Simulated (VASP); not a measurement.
## Ir: relaxation of cell and atoms with PBE

Crystal: Ir.

```
Ir
1.0
     2.57190    0.00000    0.00000
     0.00000    2.57190    0.00000
     0.00000    0.00000    2.57190
Ir
1
Cartesian
  0.0000 0.0000 0.0000
```

* Program: VASP 6.6.1
* Task: relaxation of cell and atoms
* Functional: PBE
* Potentials or basis: VASP PAW PBE potentials, release 64 (Ir)
* Cutoff: 600 eV
* k mesh: 16 × 16 × 16
* Occupations: fermi-dirac, width 0.1 eV
* Spin: no spin polarisation
* Dipole correction: no
* Further INCAR settings: ALGO = Normal; EDIFF = 1e-06; IBRION = 2; EDIFFG = -0.03; NSW = 80; ISIF = 3

The pressure after relaxing is 0.3 GPa.

Final structure:
```
Ir
1.0
     2.57190    0.00000    0.00000
     0.00000    2.57190    0.00000
     0.00000    0.00000    2.57190
Ir
1
Direct
  0.00000 0.00000 0.00000
```

Levels at points of the mesh, in eV from the Fermi level:
| k point | band 1 | band 2 | band 3 | band 4 | band 5 | band 6 | band 7 | band 8 |
| --- | --- | --- | --- | --- | --- | --- | --- | --- |
| (0.00, 0.00, 0.00) | -9.06 | -5.90 | -5.90 | 1.29 | 1.29 | 1.29 | 15.58 | 15.58 |
| (0.50, 0.00, 0.00) | -6.12 | -5.19 | -1.43 | -1.43 | -0.87 | 1.56 | 5.86 | 16.36 |
| (0.50, 0.50, 0.00) | -6.33 | -4.66 | -0.92 | -0.92 | 3.32 | 4.53 | 4.53 | 11.26 |
| (0.50, 0.50, 0.50) | -5.10 | -5.10 | -5.10 | 3.51 | 3.51 | 9.33 | 10.73 | 10.73 |

Run time: 9.9 s on 1 thread of Intel(R) Xeon(R) Platinum 8488C (Sapphire Rapids), with other jobs on the host, peak memory 0.16 GiB.

Caveat: the relaxation stopped at its first step, so nothing moved; spin-orbit coupling is left out, which moves the levels of the heavy elements.
